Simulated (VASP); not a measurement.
The system is SiC.

```
Si C
1.0
     0.00000    2.23562    2.23562
     2.23562    0.00000    2.23562
     2.23562    2.23562    0.00000
Si C
1 1
Direct
  0.00000 0.00000 0.00000
  0.25000 0.25000 0.25000
```

Base run:

- Program: VASP 6.6.1
- Functional: PBE
- Potentials or basis: VASP PAW PBE potentials, release 64 (Si, C)
- Cutoff: 600 eV
- k mesh: 6 × 6 × 6
- Occupations: gaussian, width 0.01 eV
- Spin: no spin polarisation

Its results: band gap on the k mesh 1.42 eV, indirect (least direct gap 4.46 eV); pressure -11.8 GPa.

The run is repeated on the same cell with these changes: k mesh from 6 × 6 × 6 to 3 × 3 × 3. What comes out?

Band gap on the k mesh 2.44 eV, indirect (least direct gap 4.97 eV); pressure -10.6 GPa.

Caveats: some runs use coarse meshes.

A k mesh can miss the band edges.
